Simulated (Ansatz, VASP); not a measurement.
MnSn3: VASP beside Ansatz

```xyz
4
Lattice="0.0000 3.6684 3.6684 3.6684 0.0000 3.6684 3.6684 3.6684 0.0000" Properties=species:S:1:pos:R:3 pbc="T T T"
Sn    1.8342    1.8342    1.8342
Sn    5.5027    5.5027    5.5027
Sn    3.6684    3.6684    3.6684
Mn    0.0000    0.0000    0.0000
```

Alike in both runs: task relaxation of cell and atoms; functional PBE; k mesh 10 × 10 × 10; occupations gaussian, width 0.1 eV; no spin polarisation.

```csv
,VASP,Ansatz
version,VASP 6.6.1,Ansatz 0.2.0
potentials or method,"VASP PAW PBE potentials, release 64 (Sn_d, Mn_pv), cutoff 600 eV","scalar-relativistic, plane waves, PAW"
valence electrons in the cell,55,57
```

```csv
,VASP,Ansatz,Ansatz less VASP
"gap on the k mesh at the Fermi level, each at its own relaxed structure (eV)",none,none,-
relaxed volume (Å³/atom),21.88,21.84,-0.030
relaxed length of the cell vector where the two differ most in proportion (Å),4.983,4.981,-0.0023
```

A gap of «none» marks a metal or a gap that the smearing closes. VASP's potentials hold 55 valence electrons a cell and Ansatz's 57, so a difference there can come from the potentials and not from the codes.
